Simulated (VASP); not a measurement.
# CaB2H8 (Fdd2) in VASP: electric field gradients with r2SCAN

Aim: the electric field gradients of CaB2H8 with r2SCAN.

All numbers are computed with VASP 6.6.1; they aren't measurements. Logs are shortened: lines on timing, memory, paths and dates and some standing lists are left out, and cuts for length are marked.

### 1 The cell of the first run

It takes space group Fdd2 (No. 43, orthorhombic). Conventional cell: a = 7.681 Å, b = 13.108 Å, c = 8.707 Å, α = 90.00°, β = 90.00°, γ = 90.00°. Ca (site symmetry 2) has 12 H at 2.29 to 2.75 Å and 6 B at 2.90 to 2.96 Å within 3.0 Å. B (site symmetry 1) has 4 H at 1.22 to 1.23 Å within 1.6 Å. Within 1.6 Å of H (site symmetry 1) lie 1 B at 1.23 Å. Within 1.6 Å of H (site symmetry 1) lie 1 B at 1.23 Å. Within 1.6 Å of H (site symmetry 1) lie 1 B at 1.23 Å. Within 1.6 Å of H (site symmetry 1) lie 1 B at 1.22 Å.

### 2 Electric field gradients, r2SCAN

File POSCAR:

```
CaB2H8
1.0
    0.0000000000      6.5540260000      4.3534320000
    3.8407360000      0.0000000000      4.3534320000
    3.8407360000      6.5540260000      0.0000000000
Ca B H
2 4 16
Direct
    0.7424490000      0.7424490000      0.7575510000
    0.4924490000      0.4924490000      0.5075510000
    0.5297390000      0.9573220000      0.5281860000
    0.9573220000      0.5297390000      0.9847530000
    0.2652470000      0.7218140000      0.2926780000
    0.7218140000      0.2652470000      0.7202610000
    0.7027690000      0.7640560000      0.4705210000
    0.7640560000      0.7027690000      0.0626540000
    0.1873460000      0.7794790000      0.4859440000
    0.7794790000      0.1873460000      0.5472310000
    0.4109430000      0.0228760000      0.7368740000
    0.0228760000      0.4109430000      0.8293070000
    0.4206930000      0.5131260000      0.2271240000
    0.5131260000      0.4206930000      0.8390570000
    0.6335080000      0.1145280000      0.3537780000
    0.1145280000      0.6335080000      0.8981860000
    0.3518140000      0.8962220000      0.1354720000
    0.8962220000      0.3518140000      0.6164920000
    0.3807930000      0.9268150000      0.5348420000
    0.9268150000      0.3807930000      0.1575500000
    0.0924500000      0.7151580000      0.3231850000
    0.7151580000      0.0924500000      0.8692070000
```

File INCAR.step1:

```
PREC = Accurate ; ENCUT = 520
ISMEAR = -1 ; SIGMA = 0.02
LREAL = Auto ; LASPH = True
NELM = 100 ; NBANDS = 41
GGA = PE ; ALGO = Normal
EDIFF = 1E-4 ; LWAVE = True
LCHARG = False
```

File INCAR.step2:

```
PREC = Accurate ; ENCUT = 520
EDIFF = 1E-8 ; ISMEAR = -1
SIGMA = 0.02 ; LREAL = Auto
LASPH = True ; NELM = 100
ALGO = Normal ; ISIF = 2
LWAVE = False ; LCHARG = False
METAGGA = R2SCAN ; LMIXTAU = True
LEFG = True ; NBANDS = 41
ISTART = 1
```

File KPOINTS:

```
Automatic mesh
0
Gamma
  5 5 5
```

Potentials or basis: VASP PAW PBE potentials, release 64 (Ca_sv, B, H).

The run is started by

```
$ cat potpaw_PBE.64/Ca_sv/POTCAR potpaw_PBE.64/B/POTCAR potpaw_PBE.64/H/POTCAR > POTCAR
$ cp INCAR.step1 INCAR
$ mpirun -np 1 vasp_std > vasp.out
$ cp INCAR.step2 INCAR
$ mpirun -np 1 vasp_std > vasp.out
```

OUTCAR:

```text
PREC = Accurate
   ENCUT = 520
   EDIFF = 1E-8
   ISMEAR = -1
   LREAL = Auto
   LASPH = True
   NELM = 100
   ISIF = 2
   METAGGA = R2SCAN
   ISTART = 1

 ion  position               nearest neighbor table
   1  0.742  0.742  0.758-
   2  0.492  0.492  0.508-
   3  0.530  0.957  0.528-  19 1.22   7 1.23  15 1.23  11 1.23
   4  0.957  0.530  0.985-  20 1.22   8 1.23  16 1.23  12 1.23
   5  0.265  0.722  0.293-  21 1.22   9 1.23  17 1.23  13 1.23
   6  0.722  0.265  0.720-  22 1.22  10 1.23  18 1.23  14 1.23
   7  0.703  0.764  0.471-   3 1.23
   8  0.764  0.703  0.063-   4 1.23
   9  0.187  0.779  0.486-   5 1.23
  10  0.779  0.187  0.547-   6 1.23
  11  0.411  0.023  0.737-   3 1.23
  12  0.023  0.411  0.829-   4 1.23
[... 8 lines left out ...]
  21  0.092  0.715  0.323-   5 1.22
  22  0.715  0.092  0.869-   6 1.22

  LATTYP: Found a face centered orthorhombic cell.
 ALAT       =     7.6814720000
 B/A-ratio  =     1.1334889979
 C/A-ratio  =     1.7064505345

  Lattice vectors:

 A1 = (   0.0000000000,   6.5540260000,  -4.3534320000)
 A2 = (   3.8407360000,   6.5540260000,   0.0000000000)
 A3 = (   3.8407360000,   0.0000000000,  -4.3534320000)

Analysis of symmetry for initial positions (statically):
=====================================================================
 Subroutine PRICEL returns:
 Original cell was already a primitive cell.

 Routine SETGRP: Setting up the symmetry group for a
 face centered orthorhombic supercell.

 Subroutine GETGRP returns: Found  4 space group operations
 (whereof  2 operations were pure point group operations)
 out of a pool of  8 trial point group operations.

The static configuration has the point symmetry C_2 .
 The point group associated with its full space group is C_2v.

Analysis of symmetry for dynamics (positions and initial velocities):
=====================================================================
 Subroutine PRICEL returns:
 Original cell was already a primitive cell.

 Routine SETGRP: Setting up the symmetry group for a
 face centered orthorhombic supercell.

 Subroutine GETGRP returns: Found  4 space group operations
 (whereof  2 operations were pure point group operations)
 out of a pool of  8 trial point group operations.

The dynamic configuration has the point symmetry C_2 .
 The point group associated with its full space group is C_2v.

 Subroutine INISYM returns: Found  4 space group operations
 (whereof  2 operations are pure point group operations),
 and found     1 'primitive' translations

----------------------------------------------------------------------------------------

                                     Primitive cell

  volume of cell :     219.1716

  direct lattice vectors                    reciprocal lattice vectors
     0.000000000  6.554026000  4.353432000    -0.130183382  0.076288986  0.114851915
     3.840736000  0.000000000  4.353432000     0.130183382 -0.076288986  0.114851915
     3.840736000  6.554026000  0.000000000     0.130183382  0.076288986 -0.114851915

  length of vectors
     7.868139995  5.805482168  7.596480095     0.189627753  0.189627753  0.189627753

  position of ions in fractional coordinates (direct lattice)
     0.742449000  0.742449000  0.757551000
     0.492449000  0.492449000  0.507551000
     0.529739000  0.957322000  0.528186000
     0.957322000  0.529739000  0.984753000
     0.265247000  0.721814000  0.292678000
     0.721814000  0.265247000  0.720261000
[... 14 lines left out ...]
     0.092450000  0.715158000  0.323185000
     0.715158000  0.092450000  0.869207000

  ion indices of the primitive-cell ions
   primitive index   ion index
                 1           1
                 2           2
                 3           3
                 4           4
                 5           5
                 6           6
[... 14 lines left out ...]
                21          21
                22          22

----------------------------------------------------------------------------------------
[... 76 lines left out ...]
   ISIF   =      2    stress and relaxation
   ISYM   =      2    0-nonsym 1-usesym 2-fastsym
   POTIM  = 0.5000    time-step for ionic-motion
   TEBEG  =    0.0;   TEEND  =   0.0 temperature during run
   PSTRESS=    0.0 pullay stress
   NELECT =      48.0000    total number of electrons
   NUPDOWN=      -1.0000    fix difference up-down
   EMIN   =  10.00;   EMAX   =-10.00  energy-range for DOS
   EFERMI =   0.00;   METHOD = LEGACY
   ISMEAR =    -1;   SIGMA  =   0.02  broadening in eV -4-tet -1-fermi 0-gaus
   EFERMI_NEDOS =   21; number of points for ismear=-14 and -15
   IALGO  =     38    algorithm
   IMIX   =      4    mixing-type and parameters
     AMIX     =   0.40;   BMIX     =  1.00
     AMIX_MAG =   1.60;   BMIX_MAG =  1.00
  volume/ion in A,a.u.               =       9.96        67.23
  Fermi-wavevector in a.u.,A,eV,Ry     =   0.986795  1.864773 13.248879  0.973765
  Thomas-Fermi vector in A             =   2.118202
   LORBIT       =      0    0 simple, 1 ext, 2 COOP (PROOUT), +10 PAW based schemes
   METAGGA = R2SCAN    functional components
   LHFCALC =     F    Hartree Fock is set to
   AEXX    =    0.0000 exact exchange contribution
   IVDW    =     0    specifies the selected vdW correction
   LEPSILON=     F    determine dielectric tensor
   LRPA    =     F    only Hartree local field effects (RPA)
 non-spin polarized calculation
  energy-cutoff  :      520.00
  volume of cell :      219.17
 maximum number of plane-waves:      5927
   NGX = 29   NGY = 21   NGZ = 29

 number of electron      47.9999999 magnetization

 Free energy of the ion-electron system (eV)
  ---------------------------------------------------
  ext. energy  EPLUGINS =         0.00000000
  ---------------------------------------------------
  free energy    TOTEN  =      -107.48535014 eV

  energy without entropy =     -107.48535014  energy(sigma->0) =     -107.48535014

 E-fermi :  -2.8768     XC(G=0):  -7.9488

 val. band max:       -3.3781616074   @ k =   0.0000   0.0000   0.0000
 cond. band min:       2.1920016358   @ k =   0.0000   0.0000   0.0000
 fundamental gap:      5.5701632432
 Fermi energy:        -2.8767706486

 k-point     1 :       0.0000    0.0000    0.0000
  band No.  band energies     occupation
      1     -43.2180      2.00000
      2     -43.2156      2.00000
      3     -23.3718      2.00000
      4     -23.3487      2.00000
      5     -23.3441      2.00000
      6     -23.3390      2.00000
[... 925 lines left out ...]
     35       5.4443      0.00000
     36       5.7374      0.00000

 [... further k-points ...]

 [bands above 36 left out]

------------------------ aborting loop because EDIFF is reached ----------------------------------------

  FORCE on cell =-STRESS in cart. coord.  units (eV):
  Direction    XX          YY          ZZ          XY          YZ          ZX
  --------------------------------------------------------------------------------------
  -------------------------------------------------------------------------------------
  Total       -1.3202092     -1.5112217     -2.3314104      0.0000000      0.0000000      0.0000000
  in kB       -9.6509258    -11.0472548    -17.0429564      0.0000000      0.0000000      0.0000000
  external PRESSURE =     -12.5803790 kB  Pullay stress =       0.0000000 kB

 VOLUME and BASIS-vectors are now :
 -----------------------------------------------------------------------------
  energy-cutoff  :      520.00
  volume of cell :      219.17
      direct lattice vectors                 reciprocal lattice vectors
     0.000000000  6.554026000  4.353432000    -0.130183382  0.076288986  0.114851915
     3.840736000  0.000000000  4.353432000     0.130183382 -0.076288986  0.114851915
     3.840736000  6.554026000  0.000000000     0.130183382  0.076288986 -0.114851915

 POSITION                                       TOTAL-FORCE (eV/Angst)
 -----------------------------------------------------------------------------------
      5.76110      9.83104      6.46440        -0.000000      0.000000     -0.057779
      3.84074      6.55403      4.28769         0.000000      0.000000     -0.057779
      5.70544      6.93367      6.47382        -0.022706     -0.163409      0.142717
      5.81676     12.72841      6.47382         0.022706      0.163409      0.142717
      3.89640      3.65665      4.29710         0.022706     -0.163409      0.142717
      3.78508      9.45140      4.29710        -0.022706      0.163409      0.142717
[... 14 lines left out ...]
      3.98800      2.72408      3.51587        -0.062017      0.101503      0.039303
      3.69347     10.38397      3.51587         0.062017     -0.101503      0.039303
 -----------------------------------------------------------------------------------
    total drift:                               -0.000004      0.000001     -0.000436

  FREE ENERGIE OF THE ION-ELECTRON SYSTEM (eV)
  ---------------------------------------------------
  free  energy   TOTEN  =      -107.4853501442 eV

  energy  without entropy=     -107.4853501442  energy(sigma->0) =     -107.48535014

 Electric field gradients (V/A^2)
---------------------------------------------------------------------
 ion       V_xx      V_yy      V_zz      V_xy      V_xz      V_yz
---------------------------------------------------------------------
   1     -10.193     3.485     6.708    -6.514     0.000     0.000
   2     -10.193     3.485     6.708     6.514     0.000     0.000
   3       1.315    -0.358    -0.958    -1.113     0.966    -1.302
   4       1.315    -0.357    -0.958    -1.113    -0.966     1.302
   5       1.315    -0.358    -0.958     1.113    -0.966    -1.302
   6       1.315    -0.358    -0.958     1.113     0.966     1.302
[... 14 lines left out ...]
  21      -8.274     5.369     2.905    -1.654    -3.312    13.403
  22      -8.274     5.369     2.905    -1.653     3.313   -13.404
---------------------------------------------------------------------

 Electric field gradients after diagonalization (V/A^2)
 (convention: |V_zz| > |V_xx| > |V_yy|)
----------------------------------------------------------------------
 ion       V_xx      V_yy      V_zz     asymmetry (V_yy - V_xx)/ V_zz
----------------------------------------------------------------------
   1       6.708     6.090   -12.798       0.048
   2       6.708     6.091   -12.799       0.048
   3      -1.995    -0.509     2.504       0.594
   4      -1.995    -0.509     2.504       0.594
   5      -1.995    -0.509     2.504       0.593
   6      -1.995    -0.509     2.504       0.594
[... 14 lines left out ...]
  21     -10.380    -7.671    18.051       0.150
  22     -10.381    -7.671    18.052       0.150
----------------------------------------------------------------------

           NMR quadrupolar parameters

 Cq : quadrupolar parameter    Cq=e*Q*V_zz/h
 eta: asymmetry parameters     (V_yy - V_xx)/ V_zz
 Q  : nuclear electric quadrupole moment in mb (millibarn)
----------------------------------------------------------------------
 ion       Cq(MHz)       eta       Q (mb)
----------------------------------------------------------------------
   1      -0.031       0.048       1.000
   2      -0.031       0.048       1.000
   3       0.006       0.594       1.000
   4       0.006       0.594       1.000
   5       0.006       0.593       1.000
   6       0.006       0.594       1.000
[... 14 lines left out ...]
  21       0.044       0.150       1.000
  22       0.044       0.150       1.000
----------------------------------------------------------------------
```

Run time: 16 min. Hardware: 1 thread of Intel Xeon 6975P-C (Granite Rapids), shared host; peak memory 0.51 GiB.

Results:

```
Free energy            : -107.4854 eV
Pressure               : -1.3 GPa
Largest force          : 0.218 eV/Å
Band gap on the k mesh : 5.57 eV, direct
```

Forces in eV/Å, atoms in the order of the input:
```
Ca   0.000  0.000 -0.058
Ca   0.000  0.000 -0.058
B   -0.023 -0.163  0.143
B    0.023  0.163  0.143
B    0.023 -0.163  0.143
B   -0.023  0.163  0.143
H    0.013 -0.060 -0.040
H   -0.013  0.060 -0.040
H   -0.013 -0.060 -0.040
H    0.013  0.060 -0.040
H   -0.054  0.025  0.079
H    0.054 -0.025  0.079
H    0.054  0.025  0.079
H   -0.054 -0.025  0.079
H   -0.008  0.079 -0.192
H    0.008 -0.079 -0.192
H    0.008  0.079 -0.192
H   -0.008 -0.079 -0.192
H    0.062  0.102  0.039
H   -0.062 -0.102  0.039
H   -0.062  0.102  0.039
H    0.062 -0.102  0.039
```

Levels at points of the mesh, in eV from the valence-band top:
| k point | band 22 | band 23 | band 24 | band 25 | band 26 | band 27 |
| --- | --- | --- | --- | --- | --- | --- |
| (0.00, 0.00, 0.00) | -0.26 | -0.17 | 0.00 | 5.57 | 6.14 | 6.50 |

Electric field gradients, principal values (V/Å²):
```csv
atom,least,middle,greatest (by size)
1 Ca,6.090,6.708,-12.798
2 Ca,6.091,6.708,-12.799
3 B,-0.509,-1.995,2.504
4 B,-0.509,-1.995,2.504
5 B,-0.509,-1.995,2.504
6 B,-0.509,-1.995,2.504
7 H,-6.978,-9.996,16.974
8 H,-6.978,-9.995,16.974
9 H,-6.978,-9.994,16.972
10 H,-6.977,-9.995,16.973
11 H,-7.699,-9.247,16.946
12 H,-7.700,-9.246,16.946
13 H,-7.701,-9.247,16.949
14 H,-7.702,-9.246,16.948
15 H,-7.562,-10.225,17.787
16 H,-7.562,-10.224,17.786
17 H,-7.561,-10.226,17.787
18 H,-7.561,-10.225,17.787
19 H,-7.671,-10.380,18.051
20 H,-7.671,-10.381,18.052
21 H,-7.671,-10.380,18.051
22 H,-7.671,-10.381,18.052
```

Caveat: without QUAD_EFG the Cq values of the log hold for a quadrupole moment of 1 mb, not for the nuclei; the PAW data sets were made with another functional, which shifts forces and pressure a little. A k mesh can miss the band edges.
